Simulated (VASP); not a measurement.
# AlNi3 (Fm-3m) in VASP: further runs

AlNi3 is run at these levels: PBE; tasks: single point.

Everything below comes from runs of VASP 6.6.1. Logs are shortened: lines on timing, memory, paths and dates and some standing lists are left out, and cuts for length are marked.

### Step 1. The cell of the first run

Symmetry: Fm-3m, No. 225, cubic system. Conventional cell: a = 5.855 Å, b = 5.855 Å, c = 5.855 Å, α = 90.00°, β = 90.00°, γ = 90.00°. Al (site symmetry m-3m) has 14 Ni at 2.54 to 2.93 Å within 3.3 Å. Ni (site symmetry -43m) has 4 Al at 2.54 Å and 10 Ni at 2.54 to 2.93 Å within 3.3 Å. Ni (site symmetry m-3m) has 8 Ni at 2.54 Å and 6 Al at 2.93 Å within 3.3 Å.

### Step 2. Single point, PBE (volume scaled by 1.10)

File INCAR:

```
SYSTEM = AlNi3
ALGO = Fast ; EDIFF = 1E-6
ENCUT = 520 ; GGA = PE
ISIF = 2 ; ISMEAR = 0
LASPH = .True. ; LCHARG = .True.
LELF = .True. ; LREAL = .False.
LVHAR = .True. ; LWAVE = .False.
NBANDS = 24 ; NELM = 60
PREC = Accurate ; SIGMA = 0.1
```

File KPOINTS:

```
k-points
0
Gamma
  14 14 14
  0 0 0
```

File POSCAR:

```
AlNi3
1.0
    0.0000000000      2.9277237985      2.9277237985
    2.9277237985      0.0000000000      2.9277237985
    2.9277237985      2.9277237985      0.0000000000
Al Ni
1 3
Direct
    0.5000000000      0.5000000000      0.5000000000
    0.2500000000      0.2500000000      0.2500000000
    0.0000000000      0.0000000000      0.0000000000
    0.7500000000      0.7500000000      0.7500000000
```

Potentials or basis: VASP PAW PBE potentials, release 64 (Al, Ni).

Started as:

```console
$ cat potpaw_PBE.64/Al/POTCAR potpaw_PBE.64/Ni/POTCAR > POTCAR
$ mpirun -np 1 vasp_std > vasp.out
```

OUTCAR:

```text
SYSTEM = AlNi3
   EDIFF = 1E-6
   ENCUT = 520
   GGA = PE
   ISIF = 2
   ISMEAR = 0
   LASPH = .True.
   LREAL = .False.
   NELM = 60
   PREC = Accurate

 ion  position               nearest neighbor table
   1  0.500  0.500  0.500-   2 2.54   2 2.54   2 2.54   4 2.54   4 2.54   4 2.54   4 2.54   2 2.54
                             3 2.93   3 2.93   3 2.93   3 2.93   3 2.93   3 2.93
   2  0.250  0.250  0.250-   3 2.54   3 2.54   3 2.54   1 2.54   1 2.54   1 2.54   3 2.54   1 2.54
                             4 2.93   4 2.93   4 2.93   4 2.93   4 2.93   4 2.93
   3  0.000  0.000  0.000-   4 2.54   4 2.54   4 2.54   2 2.54   2 2.54   2 2.54   4 2.54   2 2.54
                             1 2.93   1 2.93   1 2.93   1 2.93   1 2.93   1 2.93
   4  0.750  0.750  0.750-   1 2.54   1 2.54   1 2.54   3 2.54   3 2.54   3 2.54   3 2.54   1 2.54
                             2 2.93   2 2.93   2 2.93   2 2.93   2 2.93   2 2.93

  LATTYP: Found a face centered cubic cell.
 ALAT       =     5.8554475970

  Lattice vectors:

 A1 = (   0.0000000000,   2.9277237985,   2.9277237985)
 A2 = (   2.9277237985,   0.0000000000,   2.9277237985)
 A3 = (   2.9277237985,   2.9277237985,   0.0000000000)

Analysis of symmetry for initial positions (statically):
=====================================================================
 Subroutine PRICEL returns:
 Original cell was already a primitive cell.

 Routine SETGRP: Setting up the symmetry group for a
 face centered cubic supercell.

 Subroutine GETGRP returns: Found 48 space group operations
 (whereof 48 operations were pure point group operations)
 out of a pool of 48 trial point group operations.

The static configuration has the point symmetry O_h .

Analysis of symmetry for dynamics (positions and initial velocities):
=====================================================================
 Subroutine PRICEL returns:
 Original cell was already a primitive cell.

 Routine SETGRP: Setting up the symmetry group for a
 face centered cubic supercell.

 Subroutine GETGRP returns: Found 48 space group operations
 (whereof 48 operations were pure point group operations)
 out of a pool of 48 trial point group operations.

The dynamic configuration has the point symmetry O_h .

 Subroutine INISYM returns: Found 48 space group operations
 (whereof 48 operations are pure point group operations),
 and found     1 'primitive' translations

----------------------------------------------------------------------------------------

                                     Primitive cell

  volume of cell :      50.1904

  direct lattice vectors                    reciprocal lattice vectors
     0.000000000  2.927723799  2.927723799    -0.170781137  0.170781137  0.170781137
     2.927723799  0.000000000  2.927723799     0.170781137 -0.170781137  0.170781137
     2.927723799  2.927723799  0.000000000     0.170781137  0.170781137 -0.170781137

  length of vectors
     4.140426703  4.140426703  4.140426703     0.295801607  0.295801607  0.295801607

  position of ions in fractional coordinates (direct lattice)
     0.500000000  0.500000000  0.500000000
     0.250000000  0.250000000  0.250000000
     0.000000000  0.000000000  0.000000000
     0.750000000  0.750000000  0.750000000

  ion indices of the primitive-cell ions
   primitive index   ion index
                 1           1
                 2           2
                 3           3
                 4           4

----------------------------------------------------------------------------------------

 KPOINTS: k-points

Automatic generation of k-mesh.
 Grid dimensions read from file:
 generate k-points for:   14   14   14

 Generating k-lattice:

  Cartesian coordinates                     Fractional coordinates (reciprocal lattice)
    -0.012198653  0.012198653  0.012198653     0.071428571  0.000000000  0.000000000
     0.012198653 -0.012198653  0.012198653     0.000000000  0.071428571  0.000000000
     0.012198653  0.012198653 -0.012198653     0.000000000  0.000000000  0.071428571

  Length of vectors
     0.021128686  0.021128686  0.021128686

  Shift w.r.t. Gamma in fractional coordinates (k-lattice)
     0.000000000  0.000000000  0.000000000

 Subroutine IBZKPT returns following result:
 ===========================================

 Found    104 irreducible k-points:

 Following reciprocal coordinates:
            Coordinates               Weight
  0.000000  0.000000  0.000000      1.000000
  0.071429  0.000000  0.000000      8.000000
  0.142857  0.000000  0.000000      8.000000
  0.214286  0.000000  0.000000      8.000000
  0.285714  0.000000  0.000000      8.000000
  0.357143  0.000000  0.000000      8.000000
[... 16 lines left out ...]
  0.214286  0.142857  0.000000     24.000000
  0.285714  0.142857  0.000000     24.000000
 [... further k-points ...]
   k-points           NKPTS =    104   k-points in BZ     NKDIM =    104   number of bands    NBANDS=     24
   number of dos      NEDOS =    301   number of ions     NIONS =      4
   total plane-waves  NPLWV =  32768
   dimension x,y,z NGX =    32 NGY =   32 NGZ =   32
   dimension x,y,z NGXF=    64 NGYF=   64 NGZF=   64
   ions per type =               1   3
   NGX,Y,Z   is equivalent  to a cutoff of  12.85, 12.85, 12.85 a.u.
   NGXF,Y,Z  is equivalent  to a cutoff of  25.70, 25.70, 25.70 a.u.
 SYSTEM =  AlNi3
   PREC   = accura    normal or accurate (medium, high low for compatibility)
   ISTART =      0    job   : 0-new  1-cont  2-samecut
   ICHARG =      2    charge: 1-file 2-atom 10-const
   ISPIN  =      1    spin polarized calculation?
   LNONCOLLINEAR =      F non collinear calculations
   LSORBIT =      F    spin-orbit coupling
   LASPH  =      T    aspherical Exc in radial PAW
   ENCUT  =  520.0 eV  38.22 Ry    6.18 a.u.   7.70  7.70  7.70*2*pi/ulx,y,z
   NELM   =     60;   NELMIN=  2; NELMDL= -5     # of ELM steps
   EDIFF  = 0.1E-05   stopping-criterion for ELM
   LREAL  =      F    real-space projection
   EDIFFG = 0.1E-04   stopping-criterion for IOM
   NSW    =      0    number of steps for IOM
   IBRION =     -1    ionic relax: 0-MD 1-quasi-New 2-CG
   NFREE  =      0    steps in history (QN), initial steepest desc. (CG)
   ISIF   =      2    stress and relaxation
   ISYM   =      2    0-nonsym 1-usesym 2-fastsym
   POTIM  = 0.5000    time-step for ionic-motion
   TEBEG  =    0.0;   TEEND  =   0.0 temperature during run
   PSTRESS=    0.0 pullay stress
   NELECT =      33.0000    total number of electrons
   NUPDOWN=      -1.0000    fix difference up-down
   EMIN   =  10.00;   EMAX   =-10.00  energy-range for DOS
   EFERMI =   0.00;   METHOD = LEGACY
   ISMEAR =     0;   SIGMA  =   0.10  broadening in eV -4-tet -1-fermi 0-gaus
   EFERMI_NEDOS =   21; number of points for ismear=-14 and -15
   IALGO  =     68    algorithm
   IMIX   =      4    mixing-type and parameters
     AMIX     =   0.40;   BMIX     =  1.00
     AMIX_MAG =   1.60;   BMIX_MAG =  1.00
  volume/ion in A,a.u.               =      12.55        84.68
  Fermi-wavevector in a.u.,A,eV,Ry     =   1.423550  2.690119 27.572131  2.026494
  Thomas-Fermi vector in A             =   2.544136
   LORBIT       =      0    0 simple, 1 ext, 2 COOP (PROOUT), +10 PAW based schemes
   GGA     = PE    functional components
   LHFCALC =     F    Hartree Fock is set to
   AEXX    =    0.0000 exact exchange contribution
   IVDW    =     0    specifies the selected vdW correction
   LEPSILON=     F    determine dielectric tensor
   LRPA    =     F    only Hartree local field effects (RPA)
 non-spin polarized calculation
 RMM-DIIS sequential band-by-band and
 Gauss-broadening in eV      SIGMA  =   0.10
  energy-cutoff  :      520.00
  volume of cell :       50.19
 maximum number of plane-waves:      1369
   NGX = 15   NGY = 15   NGZ = 15

 number of electron      33.0000004 magnetization

 Free energy of the ion-electron system (eV)
  ---------------------------------------------------
  ext. energy  EPLUGINS =         0.00000000
  ---------------------------------------------------
  free energy    TOTEN  =       -21.48371917 eV

  energy without entropy =      -21.46776792  energy(sigma->0) =      -21.47574355

 E-fermi :   8.2259     XC(G=0): -12.1191

 val. band max:        8.2243833171   @ k =   0.5000   0.4286   0.0000
 cond. band min:       8.2424738702   @ k =   0.5000   0.2143   0.0714
 fundamental gap:      0.0180905531
 Fermi energy:         8.2259036658

 k-point     1 :       0.0000    0.0000    0.0000
  band No.  band energies     occupation
      1      -1.0676      2.00000
      2       5.2836      2.00000
      3       5.2836      2.00000
      4       5.3129      2.00000
      5       5.3129      2.00000
      6       5.3129      2.00000
[... 16 lines left out ...]
     23      14.1167      0.00000
     24      16.2740      0.00000

 k-point     2 :       0.0714    0.0000    0.0000
  band No.  band energies     occupation
      1      -0.9987      2.00000
      2       5.2240      2.00000
      3       5.2240      2.00000
      4       5.2710      2.00000
      5       5.4064      2.00000
      6       5.4064      2.00000
[... 16 lines left out ...]
     23      14.6881      0.00000
     24      16.0899      0.00000

 k-point     3 :       0.1429    0.0000    0.0000
  band No.  band energies     occupation
      1      -0.7932      2.00000
      2       5.1418      2.00000
      3       5.1877      2.00000
      4       5.1877      2.00000
      5       5.5399      2.00000
      6       5.5399      2.00000
[... 16 lines left out ...]
     23      15.2540      0.00000
     24      15.9120      0.00000

 k-point     4 :       0.2143    0.0000    0.0000
  band No.  band energies     occupation
      1      -0.4550      2.00000
      2       4.8877      2.00000
      3       5.1850      2.00000
      4       5.1850      2.00000
      5       5.6882      2.00000
      6       5.6882      2.00000
[... 16 lines left out ...]
     23      15.4419      0.00000
     24      16.2652      0.00000

 k-point     5 :       0.2857    0.0000    0.0000
  band No.  band energies     occupation
      1       0.0088      2.00000
      2       4.4255      2.00000
      3       5.2087      2.00000
      4       5.2087      2.00000
      5       5.8313      2.00000
      6       5.8313      2.00000
[... 16 lines left out ...]
     23      15.4264      0.00000
     24      17.0269      0.00000

 k-point     6 :       0.3571    0.0000    0.0000
  band No.  band energies     occupation
      1       0.5851      2.00000
      2       3.7506      2.00000
      3       5.2459      2.00000
      4       5.2459      2.00000
      5       5.8996      2.00000
      6       5.9414      2.00000
[... 16 lines left out ...]
     23      15.3743      0.00000
     24      17.9717      0.00000
[... 379 lines left out ...]
 k-point    21 :      -0.0714    0.0714    0.0000
  band No.  band energies     occupation
      1      -0.8843      2.00000
      2       5.1401      2.00000
      3       5.1577      2.00000
      4       5.3727      2.00000
      5       5.3902      2.00000
      6       5.5131      2.00000
[... 16 lines left out ...]
     23      14.9386      0.00000
     24      15.4249      0.00000

 k-point    22 :       0.1429    0.1429    0.0000
  band No.  band energies     occupation
      1      -0.7024      2.00000
      2       4.8706      2.00000
      3       5.4064      2.00000
      4       5.4353      2.00000
      5       5.4353      2.00000
      6       5.5042      2.00000
[... 16 lines left out ...]
     23      15.0565      0.00000
     24      16.1696      0.00000

 k-point    23 :       0.2143    0.1429    0.0000
  band No.  band energies     occupation
      1      -0.4547      2.00000
      2       4.7274      2.00000
      3       5.4002      2.00000
      4       5.4071      2.00000
      5       5.5755      2.00000
      6       5.6198      2.00000
[... 16 lines left out ...]
     23      15.3358      0.00000
     24      16.7773      0.00000

 k-point    24 :       0.2857    0.1429    0.0000
  band No.  band energies     occupation
      1      -0.0783      2.00000
      2       4.5426      2.00000
      3       5.2822      2.00000
      4       5.4185      2.00000
      5       5.7167      2.00000
      6       5.7259      2.00000
[... 16 lines left out ...]
     23      15.3081      0.00000
     24      16.9915      0.00000

 [... further k-points ...]
[... 5 lines left out ...]
  --------------------------------------------------------------------------------------
  -------------------------------------------------------------------------------------
  Total       -4.2633855     -4.2633855     -4.2633855      0.0000000     -0.0000000      0.0000000
  in kB     -136.0958497   -136.0958497   -136.0958497      0.0000000     -0.0000000      0.0000000
  external PRESSURE =    -136.0958497 kB  Pullay stress =       0.0000000 kB

 VOLUME and BASIS-vectors are now :
 -----------------------------------------------------------------------------
  energy-cutoff  :      520.00
  volume of cell :       50.19
      direct lattice vectors                 reciprocal lattice vectors
     0.000000000  2.927723799  2.927723799    -0.170781137  0.170781137  0.170781137
     2.927723799  0.000000000  2.927723799     0.170781137 -0.170781137  0.170781137
     2.927723799  2.927723799  0.000000000     0.170781137  0.170781137 -0.170781137

 POSITION                                       TOTAL-FORCE (eV/Angst)
 -----------------------------------------------------------------------------------
      2.92772      2.92772      2.92772        -0.000000      0.000000      0.000000
      1.46386      1.46386      1.46386         0.000000     -0.000000      0.000000
      0.00000      0.00000      0.00000        -0.000000      0.000000      0.000000
      4.39159      4.39159      4.39159        -0.000000      0.000000     -0.000000
 -----------------------------------------------------------------------------------
    total drift:                               -0.000000     -0.000000      0.000000

  FREE ENERGIE OF THE ION-ELECTRON SYSTEM (eV)
  ---------------------------------------------------
  free  energy   TOTEN  =       -21.4837191730 eV

  energy  without entropy=      -21.4677679170  energy(sigma->0) =      -21.47574355
```

It took 50 s on 1 thread of Intel Xeon 6975P-C (Granite Rapids), shared host; peak memory 0.24 GiB.

Results:

```yaml
Free_energy: -21.4837 eV
Pressure: -13.6 GPa
```

Levels at points of the mesh, in eV from the Fermi level:
| k point | band 14 | band 15 | band 16 | band 17 | band 18 | band 19 |
| --- | --- | --- | --- | --- | --- | --- |
| (0.00, 0.00, 0.00) | -0.47 | -0.44 | -0.44 | 5.09 | 5.09 | 5.09 |
| (0.50, 0.00, 0.00) | -0.54 | -0.40 | -0.40 | -0.13 | 4.07 | 4.07 |
| (0.50, 0.50, 0.00) | -0.62 | -0.50 | -0.34 | -0.29 | -0.29 | -0.06 |

 Spin polarisation is off, so any magnetic state and its effect on volume and gap are missing.

(Part 1 of 3 ends here.)
